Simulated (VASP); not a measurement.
Write the native input for VASP 6.6.1 that does the following.

| Property | Result |
| --- | --- |
| Task | single point |
| Functional | LDA |
| Potentials or basis | VASP PAW LDA potentials, release 64 (Ca_sv) |
| Cutoff | 520 eV |
| k mesh | 14 × 14 × 14 |
| Occupations | gaussian, width 0.15 eV |
| Spin | no spin polarisation |
| Dipole correction | no |
| Further INCAR settings | ALGO = Normal; EDIFF = 1e-06; NBANDS = 11 |

The structure of Ca lies in POSCAR:

```
Ca
1.0
    0.0000000000      2.7942000000      2.7942000000
    2.8780260000      0.0000000000      2.7942000000
    2.8780260000      2.7942000000      0.0000000000
Ca
1
Direct
    0.0000000000      0.0000000000      0.0000000000
```

This cell differs from its parent crystal: strain +0.0300 x Voigt [1, 0, 0, 0, 0, 0].

One way to write it, as run:

INCAR

```
SYSTEM = Ca
PREC = Accurate
ENCUT = 520
EDIFF = 1E-6
ISMEAR = 0
SIGMA = 0.15
LREAL = .FALSE.
LASPH = .TRUE.
NELM = 80
ALGO = Normal
ISIF = 2
LWAVE = .FALSE.
LCHARG = .FALSE.
GGA = CA
NBANDS = 11
```

KPOINTS

```
Automatic mesh
0
G
  14 14 14
  0 0 0
```

Potentials or basis: VASP PAW LDA potentials, release 64 (Ca_sv).

Launch:

```sh
$ cat potpaw_LDA.64/Ca_sv/POTCAR > POTCAR
$ mpirun -np 1 vasp_std > vasp.out
```

It gave:

- Pressure: -2.5 GPa
- Band gap on the k mesh: zero (bands 5 and 6 overlap by 0.33 eV)

Caveat: the cell differs from its parent crystal (strain +0.0300 x Voigt [1, 0, 0, 0, 0, 0]).

Run time: 2.5 min on 1 thread of Intel Xeon 8259CL (shared host), peak memory 0.24 GiB.
